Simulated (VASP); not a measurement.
Input of a VASP 6.6.1 run:

The input INCAR:

```
ALGO = Normal
EDIFF = 1E-6
ENCUT = 600
GGA_COMPAT = F
ISIF = 2
ISMEAR = 0
LASPH = T
LCHARG = F
LREAL = F
LWAVE = F
NBANDS = 17
NELM = 120
PREC = Accurate
SIGMA = 0.01
```

File KPOINTS:

```
k-points
0
Gamma
  6 6 6
```

The input POSCAR:

```
SnO
1.0
    0.0000000000      2.5369732561      2.5369732561
    2.5369732561      0.0000000000      2.5369732561
    2.5369732561      2.5369732561      0.0000000000
Sn O
1 1
Direct
    0.0000000000      0.0000000000      0.0000000000
    0.5000000000      0.5000000000      0.5000000000
```

Potentials or basis: VASP PAW LDA potentials, release 64 (Sn_d, O).

Run with:

```bash
$ cat potpaw_LDA.64/Sn_d/POTCAR potpaw_LDA.64/O/POTCAR > POTCAR
$ mpirun -np 1 vasp_std > vasp.out
```

(1) Predict the band gap on the k mesh.

(2) What does it give for the pressure?

## Answers

(1) 1.03 eV, indirect (least direct gap 1.11 eV).

(2) -4.9 GPa.

Caveat: spin-orbit coupling is left out, which moves the levels of the heavy elements.
